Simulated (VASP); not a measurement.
# TiC (Fm-3m) in VASP: further runs

Runs on TiC. Level: PBEsol. Tasks: single point.

All numbers are computed with VASP 6.6.1; they aren't measurements. Logs are shortened: lines on timing, memory, paths and dates and some standing lists are left out, and cuts for length are marked.

### Step 1. The cell of the first run

It takes space group Fm-3m (No. 225, cubic). Conventional cell: a = 4.319 Å, b = 4.319 Å, c = 4.319 Å, α = 90.00°, β = 90.00°, γ = 90.00°. Ti (site symmetry m-3m) has 6 C at 2.16 Å within 2.9 Å. Within 2.9 Å of C (site symmetry m-3m) lie 6 Ti at 2.16 Å.

### Step 2. Single point, PBEsol

The input, INCAR:

```
ALGO = Normal
EDIFF = 1E-6
ENCUT = 600
GGA = PS
GGA_COMPAT = F
ISIF = 2
ISMEAR = 1
LASPH = T
LCHARG = F
LREAL = F
LWAVE = F
NBANDS = 15
NELM = 120
PREC = Accurate
SIGMA = 0.1
```

The input, KPOINTS:

```
k-points
0
Gamma
  8 8 8
```

The input, POSCAR:

```
TiC
1.0
    0.0000000000      2.1593000000      2.1593000000
    2.1593000000      0.0000000000      2.1593000000
    2.1593000000      2.1593000000      0.0000000000
Ti C
1 1
Direct
    0.0000000000      0.0000000000      0.0000000000
    0.5000000000      0.5000000000      0.5000000000
```

Potentials or basis: VASP PAW PBE potentials, release 64 (Ti_sv, C).

On the command line:

```console
cat potpaw_PBE.64/Ti_sv/POTCAR potpaw_PBE.64/C/POTCAR > POTCAR
mpirun -np 1 vasp_std > vasp.out
```

OUTCAR:

```text
EDIFF = 1E-6
   ENCUT = 600
   GGA = PS
   ISIF = 2
   ISMEAR = 1
   LASPH = T
   LREAL = F
   NELM = 120
   PREC = Accurate

 ion  position               nearest neighbor table
   1  0.000  0.000  0.000-   2 2.16   2 2.16   2 2.16   2 2.16   2 2.16   2 2.16
   2  0.500  0.500  0.500-   1 2.16   1 2.16   1 2.16   1 2.16   1 2.16   1 2.16

  LATTYP: Found a face centered cubic cell.
 ALAT       =     4.3186000000

  Lattice vectors:

 A1 = (   0.0000000000,   2.1593000000,   2.1593000000)
 A2 = (   2.1593000000,   0.0000000000,   2.1593000000)
 A3 = (   2.1593000000,   2.1593000000,   0.0000000000)

Analysis of symmetry for initial positions (statically):
=====================================================================
 Subroutine PRICEL returns:
 Original cell was already a primitive cell.

 Routine SETGRP: Setting up the symmetry group for a
 face centered cubic supercell.

 Subroutine GETGRP returns: Found 48 space group operations
 (whereof 48 operations were pure point group operations)
 out of a pool of 48 trial point group operations.

The static configuration has the point symmetry O_h .

Analysis of symmetry for dynamics (positions and initial velocities):
=====================================================================
 Subroutine PRICEL returns:
 Original cell was already a primitive cell.

 Routine SETGRP: Setting up the symmetry group for a
 face centered cubic supercell.

 Subroutine GETGRP returns: Found 48 space group operations
 (whereof 48 operations were pure point group operations)
 out of a pool of 48 trial point group operations.

The dynamic configuration has the point symmetry O_h .

 Subroutine INISYM returns: Found 48 space group operations
 (whereof 48 operations are pure point group operations),
 and found     1 'primitive' translations

----------------------------------------------------------------------------------------

                                     Primitive cell

  volume of cell :      20.1358

  direct lattice vectors                    reciprocal lattice vectors
     0.000000000  2.159300000  2.159300000    -0.231556523  0.231556523  0.231556523
     2.159300000  0.000000000  2.159300000     0.231556523 -0.231556523  0.231556523
     2.159300000  2.159300000  0.000000000     0.231556523  0.231556523 -0.231556523

  length of vectors
     3.053711345  3.053711345  3.053711345     0.401067663  0.401067663  0.401067663

  position of ions in fractional coordinates (direct lattice)
     0.000000000  0.000000000  0.000000000
     0.500000000  0.500000000  0.500000000

  ion indices of the primitive-cell ions
   primitive index   ion index
                 1           1
                 2           2

----------------------------------------------------------------------------------------

 KPOINTS: k-points

Automatic generation of k-mesh.
 Grid dimensions read from file:
 generate k-points for:    8    8    8

 Generating k-lattice:

  Cartesian coordinates                     Fractional coordinates (reciprocal lattice)
    -0.028944565  0.028944565  0.028944565     0.125000000  0.000000000  0.000000000
     0.028944565 -0.028944565  0.028944565     0.000000000  0.125000000  0.000000000
     0.028944565  0.028944565 -0.028944565     0.000000000  0.000000000  0.125000000

  Length of vectors
     0.050133458  0.050133458  0.050133458

  Shift w.r.t. Gamma in fractional coordinates (k-lattice)
     0.000000000  0.000000000  0.000000000

 Subroutine IBZKPT returns following result:
 ===========================================

 Found     29 irreducible k-points:

 Following reciprocal coordinates:
            Coordinates               Weight
  0.000000  0.000000  0.000000      1.000000
  0.125000  0.000000  0.000000      8.000000
  0.250000  0.000000  0.000000      8.000000
  0.375000  0.000000  0.000000      8.000000
  0.500000  0.000000  0.000000      4.000000
  0.125000  0.125000  0.000000      6.000000
[... 16 lines left out ...]
  0.500000  0.250000  0.125000     48.000000
 -0.375000  0.250000  0.125000     24.000000
 [... further k-points ...]
   k-points           NKPTS =     29   k-points in BZ     NKDIM =     29   number of bands    NBANDS=     15
   number of dos      NEDOS =    301   number of ions     NIONS =      2
   total plane-waves  NPLWV =  13824
   dimension x,y,z NGX =    24 NGY =   24 NGZ =   24
   dimension x,y,z NGXF=    48 NGYF=   48 NGZF=   48
   ions per type =               1   1
   NGX,Y,Z   is equivalent  to a cutoff of  13.07, 13.07, 13.07 a.u.
   NGXF,Y,Z  is equivalent  to a cutoff of  26.13, 26.13, 26.13 a.u.
 SYSTEM =  unknown system
   PREC   = accura    normal or accurate (medium, high low for compatibility)
   ISTART =      0    job   : 0-new  1-cont  2-samecut
   ICHARG =      2    charge: 1-file 2-atom 10-const
   ISPIN  =      1    spin polarized calculation?
   LNONCOLLINEAR =      F non collinear calculations
   LSORBIT =      F    spin-orbit coupling
   LASPH  =      T    aspherical Exc in radial PAW
   ENCUT  =  600.0 eV  44.10 Ry    6.64 a.u.   6.10  6.10  6.10*2*pi/ulx,y,z
   NELM   =    120;   NELMIN=  2; NELMDL= -5     # of ELM steps
   EDIFF  = 0.1E-05   stopping-criterion for ELM
   LREAL  =      F    real-space projection
   EDIFFG = 0.1E-04   stopping-criterion for IOM
   NSW    =      0    number of steps for IOM
   IBRION =     -1    ionic relax: 0-MD 1-quasi-New 2-CG
   NFREE  =      0    steps in history (QN), initial steepest desc. (CG)
   ISIF   =      2    stress and relaxation
   ISYM   =      2    0-nonsym 1-usesym 2-fastsym
   POTIM  = 0.5000    time-step for ionic-motion
   TEBEG  =    0.0;   TEEND  =   0.0 temperature during run
   PSTRESS=    0.0 pullay stress
   NELECT =      16.0000    total number of electrons
   NUPDOWN=      -1.0000    fix difference up-down
   EMIN   =  10.00;   EMAX   =-10.00  energy-range for DOS
   EFERMI =   0.00;   METHOD = LEGACY
   ISMEAR =     1;   SIGMA  =   0.10  broadening in eV -4-tet -1-fermi 0-gaus
   EFERMI_NEDOS =   21; number of points for ismear=-14 and -15
   IALGO  =     38    algorithm
   IMIX   =      4    mixing-type and parameters
     AMIX     =   0.40;   BMIX     =  1.00
     AMIX_MAG =   1.60;   BMIX_MAG =  1.00
  volume/ion in A,a.u.               =      10.07        67.94
  Fermi-wavevector in a.u.,A,eV,Ry     =   1.516323  2.865436 31.283015  2.299237
  Thomas-Fermi vector in A             =   2.625728
   LORBIT       =      0    0 simple, 1 ext, 2 COOP (PROOUT), +10 PAW based schemes
   GGA     = PS    functional components
   LHFCALC =     F    Hartree Fock is set to
   AEXX    =    0.0000 exact exchange contribution
   IVDW    =     0    specifies the selected vdW correction
   LEPSILON=     F    determine dielectric tensor
   LRPA    =     F    only Hartree local field effects (RPA)
 non-spin polarized calculation
 Methfessel and Paxton  Order N= 1 SIGMA  =   0.10
  energy-cutoff  :      600.00
  volume of cell :       20.14
 maximum number of plane-waves:       692
   NGX = 13   NGY = 13   NGZ = 13

 number of electron      16.0000002 magnetization

 Free energy of the ion-electron system (eV)
  ---------------------------------------------------
  ext. energy  EPLUGINS =         0.00000000
  ---------------------------------------------------
  free energy    TOTEN  =       -19.79559692 eV

  energy without entropy =      -19.79483419  energy(sigma->0) =      -19.79534268

 E-fermi :   9.3699     XC(G=0): -12.9058

 val. band max:        9.1675457332   @ k =   0.3750   0.3750   0.0000
 cond. band min:       9.3896746944   @ k =   0.1250   0.1250   0.0000
 fundamental gap:      0.2221289612
 Fermi energy:         9.3699047610

 k-point     1 :       0.0000    0.0000    0.0000
  band No.  band energies     occupation
      1     -46.8991      2.00000
      2     -23.0214      2.00000
      3     -23.0214      2.00000
      4     -23.0214      2.00000
      5      -3.0003      2.00000
      6      10.0721     -0.00000
      7      10.0721     -0.00000
      8      10.0721     -0.00000
      9      11.1250     -0.00000
     10      11.1250     -0.00000
     11      11.1250     -0.00000
     12      11.1504     -0.00000
     13      11.1504     -0.00000
     14      20.0160      0.00000
     15      23.3676      0.00000

 k-point     2 :       0.1250    0.0000    0.0000
  band No.  band energies     occupation
      1     -46.8878      2.00000
      2     -23.1009      2.00000
      3     -23.0289      2.00000
      4     -23.0289      2.00000
      5      -2.6456      2.00000
      6       8.7570      2.00000
      7       9.1220      2.00254
      8       9.1220      2.00254
      9      10.5060     -0.00000
     10      10.5060     -0.00000
     11      11.6833      0.00000
     12      13.2351      0.00000
     13      13.2351      0.00000
     14      20.5595      0.00000
     15      23.4669      0.00000

 k-point     3 :       0.2500    0.0000    0.0000
  band No.  band energies     occupation
      1     -46.8602      2.00000
      2     -23.2888      2.00000
      3     -23.0468      2.00000
      4     -23.0468      2.00000
      5      -1.6679      2.00000
      6       6.6443      2.00000
      7       7.6982      2.00000
      8       7.6982      2.00000
      9      11.1743     -0.00000
     10      11.1743     -0.00000
     11      12.2666      0.00000
     12      15.3424      0.00000
     13      15.3424      0.00000
     14      20.5557      0.00000
     15      23.8420      0.00000

 k-point     4 :       0.3750    0.0000    0.0000
  band No.  band energies     occupation
      1     -46.8326      2.00000
      2     -23.4715      2.00000
      3     -23.0646      2.00000
      4     -23.0646      2.00000
      5      -0.3299      2.00000
      6       4.6106      2.00000
      7       6.7924      2.00000
      8       6.7924      2.00000
      9      11.9779      0.00000
     10      11.9779      0.00000
     11      13.0150      0.00000
     12      17.0182      0.00000
     13      17.0182      0.00000
     14      18.7310      0.00000
     15      25.2162      0.00000
[... 307 lines left out ...]
 k-point    22 :       0.3750    0.2500    0.1250
  band No.  band energies     occupation
      1     -46.8397      2.00000
      2     -23.3258      2.00000
      3     -23.1441      2.00000
      4     -23.0752      2.00000
      5      -1.0906      2.00000
      6       5.7317      2.00000
      7       7.4877      2.00000
      8       7.6750      2.00000
      9      10.5125     -0.00000
     10      12.1757      0.00000
     11      13.2436      0.00000
     12      13.8095      0.00000
     13      16.5115      0.00000
     14      21.9711      0.00000
     15      23.2180      0.00000

 k-point    23 :       0.5000    0.2500    0.1250
  band No.  band energies     occupation
      1     -46.8174      2.00000
      2     -23.4233      2.00000
      3     -23.1944      2.00000
      4     -23.1013      2.00000
      5      -0.2093      2.00000
      6       4.9156      2.00000
      7       6.6450      2.00000
      8       7.1121      2.00000
      9      11.2853     -0.00000
     10      12.5449      0.00000
     11      13.2992      0.00000
     12      14.8168      0.00000
     13      16.8902      0.00000
     14      21.0080      0.00000
     15      23.5233      0.00000

 k-point    24 :      -0.3750    0.2500    0.1250
  band No.  band energies     occupation
      1     -46.8081      2.00000
      2     -23.4657      2.00000
      3     -23.2077      2.00000
      4     -23.1170      2.00000
      5       0.2387      2.00000
      6       4.4958      2.00000
      7       6.3808      2.00000
      8       6.8908      2.00000
      9      12.0459      0.00000
     10      12.1977      0.00000
     11      13.2500      0.00000
     12      15.9254      0.00000
     13      16.3283      0.00000
     14      20.4174      0.00000
     15      23.6625      0.00000

 [... further k-points ...]

------------------------ aborting loop because EDIFF is reached ----------------------------------------

  FORCE on cell =-STRESS in cart. coord.  units (eV):
  Direction    XX          YY          ZZ          XY          YZ          ZX
  --------------------------------------------------------------------------------------
  -------------------------------------------------------------------------------------
  Total       -0.5510522     -0.5510522     -0.5510522      0.0000000      0.0000000     -0.0000000
  in kB      -43.8464411    -43.8464411    -43.8464411      0.0000000      0.0000000     -0.0000000
  external PRESSURE =     -43.8464411 kB  Pullay stress =       0.0000000 kB

 VOLUME and BASIS-vectors are now :
 -----------------------------------------------------------------------------
  energy-cutoff  :      600.00
  volume of cell :       20.14
      direct lattice vectors                 reciprocal lattice vectors
     0.000000000  2.159300000  2.159300000    -0.231556523  0.231556523  0.231556523
     2.159300000  0.000000000  2.159300000     0.231556523 -0.231556523  0.231556523
     2.159300000  2.159300000  0.000000000     0.231556523  0.231556523 -0.231556523

 POSITION                                       TOTAL-FORCE (eV/Angst)
 -----------------------------------------------------------------------------------
      0.00000      0.00000      0.00000         0.000000     -0.000000      0.000000
      2.15930      2.15930      2.15930        -0.000000      0.000000     -0.000000
 -----------------------------------------------------------------------------------
    total drift:                                0.000000     -0.000000     -0.000000

  FREE ENERGIE OF THE ION-ELECTRON SYSTEM (eV)
  ---------------------------------------------------
  free  energy   TOTEN  =       -19.7955969191 eV

  energy  without entropy=      -19.7948341940  energy(sigma->0) =      -19.79534268
```

Run time: 13 s. Hardware: 1 thread of AMD EPYC 7R13, shared host; peak memory 0.11 GiB.

Results:

* Free energy: -19.7956 eV
* Pressure: -4.4 GPa
* Band gap on the k mesh: zero (band 8 reaches 10.07 eV, above the bottom of band 9 at 9.00 eV)

Levels at points of the mesh, in eV from the Fermi level:
```
           k point  band 4  band 5  band 6  band 7  band 8  band 9  band 10  band 11  band 12  band 13
(0.00, 0.00, 0.00)  -32.39  -12.37    0.70    0.70    0.70    1.76     1.76     1.76     1.78     1.78
(0.50, 0.00, 0.00)  -32.44   -8.80   -5.88   -2.89   -2.89    2.99     2.99     4.19     8.24     8.34
(0.50, 0.50, 0.00)  -32.57  -10.06   -3.41   -1.66    0.02    0.02     2.80     3.60     3.60     5.98
```

Caveat: the PAW data sets were made with another functional, which shifts forces and pressure a little.

### Step 3. Single point, PBEsol

The input, INCAR:

```
SYSTEM = TiC
  PREC = Accurate
  ENCUT = 600
  EDIFF = 1E-6
  ISMEAR = 1
  SIGMA = 0.1
  LREAL = .FALSE.
  LASPH = .TRUE.
  NELM = 120
  ALGO = Normal
  ISIF = 2
  LWAVE = .FALSE.
  LCHARG = .FALSE.
  GGA = PS
  NBANDS = 15
  GGA_COMPAT = .FALSE.
```

The input, KPOINTS:

```
Automatic mesh
0
G
  8 8 8
  0 0 0
```

POSCAR is that of step 2.

Potentials or basis: VASP PAW PBE potentials, release 64 (Ti_sv, C).

On the command line:

```console
cat potpaw_PBE.64/Ti_sv/POTCAR potpaw_PBE.64/C/POTCAR > POTCAR
mpirun -np 1 vasp_std > vasp.out
```

It took 14 s on 1 thread of AMD EPYC 7R13, shared host; peak memory 0.11 GiB.

The run converged. Its results:

| Property | Result |
| --- | --- |
| Free energy | -19.7956 eV |
| Pressure | -4.4 GPa |
| Band gap on the k mesh | zero (band 8 reaches 10.07 eV, above the bottom of band 9 at 9.00 eV) |

Levels at points of the mesh, in eV from the Fermi level:
```
           k point  band 4  band 5  band 6  band 7  band 8  band 9  band 10  band 11  band 12  band 13
(0.00, 0.00, 0.00)  -32.39  -12.37    0.70    0.70    0.70    1.76     1.76     1.76     1.78     1.78
(0.50, 0.00, 0.00)  -32.44   -8.80   -5.88   -2.89   -2.89    2.99     2.99     4.19     8.24     8.34
(0.50, 0.50, 0.00)  -32.57  -10.06   -3.41   -1.66    0.02    0.02     2.80     3.60     3.60     5.98
```

Caveat: the PAW data sets were made with another functional, which shifts forces and pressure a little.
